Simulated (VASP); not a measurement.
# KCl (Fm-3m) in VASP: further runs, part 2 of 2

VASP 6.6.1. Earlier steps stand in the parts before.

## Step 3: Single point, PBE (volume scaled by 0.99)

The input, INCAR:

```
ALGO = Normal
EDIFF = 1E-7
ENCUT = 520
GGA = PE
ISIF = 2
ISMEAR = -1
LASPH = True
LCHARG = False
LREAL = False
LWAVE = False
NBANDS = 15
NELM = 80
PREC = Accurate
SIGMA = 0.03
```

The input, KPOINTS:

```
k-points
0
Gamma
  7 7 7
```

The input, POSCAR:

```
KCl
1.0
    0.0000000000      3.1455444028      3.1455444028
    3.1455444028      0.0000000000      3.1455444028
    3.1455444028      3.1455444028      0.0000000000
K Cl
1 1
Direct
    0.0000000000      0.0000000000      0.0000000000
    0.5000000000      0.5000000000      0.5000000000
```

Potentials or basis: VASP PAW PBE potentials, release 64 (K_sv, Cl).

On the command line:

```
$ cat potpaw_PBE.64/K_sv/POTCAR potpaw_PBE.64/Cl/POTCAR > POTCAR
$ mpirun -np 1 vasp_std > vasp.out
```

OUTCAR:

```text
EDIFF = 1E-7
   ENCUT = 520
   GGA = PE
   ISIF = 2
   ISMEAR = -1
   LASPH = True
   LREAL = False
   NELM = 80
   PREC = Accurate

 ion  position               nearest neighbor table
   1  0.000  0.000  0.000-   2 3.15   2 3.15   2 3.15   2 3.15   2 3.15   2 3.15
   2  0.500  0.500  0.500-   1 3.15   1 3.15   1 3.15   1 3.15   1 3.15   1 3.15

  LATTYP: Found a face centered cubic cell.
 ALAT       =     6.2910888056

  Lattice vectors:

 A1 = (   0.0000000000,   3.1455444028,   3.1455444028)
 A2 = (   3.1455444028,   0.0000000000,   3.1455444028)
 A3 = (   3.1455444028,   3.1455444028,   0.0000000000)

Analysis of symmetry for initial positions (statically):
=====================================================================
 Subroutine PRICEL returns:
 Original cell was already a primitive cell.

 Routine SETGRP: Setting up the symmetry group for a
 face centered cubic supercell.

 Subroutine GETGRP returns: Found 48 space group operations
 (whereof 48 operations were pure point group operations)
 out of a pool of 48 trial point group operations.

The static configuration has the point symmetry O_h .

Analysis of symmetry for dynamics (positions and initial velocities):
=====================================================================
 Subroutine PRICEL returns:
 Original cell was already a primitive cell.

 Routine SETGRP: Setting up the symmetry group for a
 face centered cubic supercell.

 Subroutine GETGRP returns: Found 48 space group operations
 (whereof 48 operations were pure point group operations)
 out of a pool of 48 trial point group operations.

The dynamic configuration has the point symmetry O_h .

 Subroutine INISYM returns: Found 48 space group operations
 (whereof 48 operations are pure point group operations),
 and found     1 'primitive' translations

[... 116 lines left out ...]
   AEXX    =    0.0000 exact exchange contribution
   IVDW    =     0    specifies the selected vdW correction
   LEPSILON=     F    determine dielectric tensor
   LRPA    =     F    only Hartree local field effects (RPA)
 non-spin polarized calculation
  energy-cutoff  :      520.00
  volume of cell :       62.25
 maximum number of plane-waves:      1691
 NGX is ok and might be reduce to    36
   NGX = 17   NGY = 17   NGZ = 17

 number of electron      16.0000001 magnetization

 Free energy of the ion-electron system (eV)
  ---------------------------------------------------
  ext. energy  EPLUGINS =         0.00000000
  ---------------------------------------------------
  free energy    TOTEN  =        -6.80360212 eV

  energy without entropy =       -6.80360212  energy(sigma->0) =       -6.80360212

 E-fermi :  -1.2224     XC(G=0):  -7.5426

 val. band max:       -1.8385287318   @ k =   0.0000   0.0000   0.0000
 cond. band min:       3.3514850249   @ k =   0.0000   0.0000   0.0000
 fundamental gap:      5.1900137567
 Fermi energy:        -1.2223890729

 k-point     1 :       0.0000    0.0000    0.0000
  band No.  band energies     occupation
      1     -29.0344      2.00000
      2     -13.9572      2.00000
      3     -12.4952      2.00000
      4     -12.4952      2.00000
      5     -12.4952      2.00000
      6      -1.8385      2.00000
      7      -1.8385      2.00000
      8      -1.8385      2.00000
      9       3.3515      0.00000
     10       6.5426      0.00000
     11       6.5426      0.00000
     12       6.5427      0.00000
     13       7.4197      0.00000
     14       7.4197      0.00000
[... 329 lines left out ...]
      2     -13.9689      2.00000
      3     -12.6000      2.00000
      4     -12.5640      2.00000
      5     -12.4042      2.00000
      6      -2.4200      2.00000
      7      -2.3442      2.00000
      8      -2.2025      2.00000
      9       5.8907      0.00000
     10       6.5935      0.00000
     11       7.6950      0.00000
     12       8.0872      0.00000
     13       9.5499      0.00000
     14       9.6436      0.00000
     15      10.4925      0.00000

------------------------ aborting loop because EDIFF is reached ----------------------------------------

  FORCE on cell =-STRESS in cart. coord.  units (eV):
  Direction    XX          YY          ZZ          XY          YZ          ZX
  --------------------------------------------------------------------------------------
  -------------------------------------------------------------------------------------
  Total        0.3090173      0.3090173      0.3090173      0.0000000     -0.0000000      0.0000000
  in kB        7.9538226      7.9538226      7.9538226      0.0000000     -0.0000000      0.0000000
  external PRESSURE =       7.9538226 kB  Pullay stress =       0.0000000 kB

 VOLUME and BASIS-vectors are now :
 -----------------------------------------------------------------------------
  energy-cutoff  :      520.00
  volume of cell :       62.25
      direct lattice vectors                 reciprocal lattice vectors
     0.000000000  3.145544403  3.145544403    -0.158954997  0.158954997  0.158954997
     3.145544403  0.000000000  3.145544403     0.158954997 -0.158954997  0.158954997
     3.145544403  3.145544403  0.000000000     0.158954997  0.158954997 -0.158954997

 POSITION                                       TOTAL-FORCE (eV/Angst)
 -----------------------------------------------------------------------------------
      0.00000      0.00000      0.00000        -0.000000     -0.000000     -0.000000
      3.14554      3.14554      3.14554         0.000000      0.000000      0.000000
 -----------------------------------------------------------------------------------
    total drift:                                0.000000      0.000000      0.000000

  FREE ENERGIE OF THE ION-ELECTRON SYSTEM (eV)
  ---------------------------------------------------
  free  energy   TOTEN  =        -6.8036021198 eV

  energy  without entropy=       -6.8036021198  energy(sigma->0) =       -6.80360212
```

stdout:

```text
POSCAR found type information on POSCAR K Cl
 POSCAR found :  2 types and       2 ions
 scaLAPACK will be used
 LDA part: xc-table for (Slater+PW92), standard interpolation
 POSCAR, INCAR and KPOINTS ok, starting setup
 FFT: planning ... GRIDC
 FFT: planning ... GRID_SOFT
 FFT: planning ... GRID
 WAVECAR not read
 entering main loop
```

Wall time 14 s (1 thread of AMD EPYC 9R45 (Zen 5), shared host); peak memory 0.17 GiB.

Results:

```
Free energy            : -6.8036 eV
Pressure               : 0.8 GPa
Band gap on the k mesh : 5.19 eV, direct
```

Levels at points of the mesh, in eV from the valence-band top:
```tsv
k point	band 4	band 5	band 6	band 7	band 8	band 9	band 10	band 11	band 12	band 13
(0.00, 0.00, 0.00)	-10.66	-10.66	0.00	0.00	0.00	5.19	8.38	8.38	8.38	9.26
```

 A k mesh can miss the band edges.
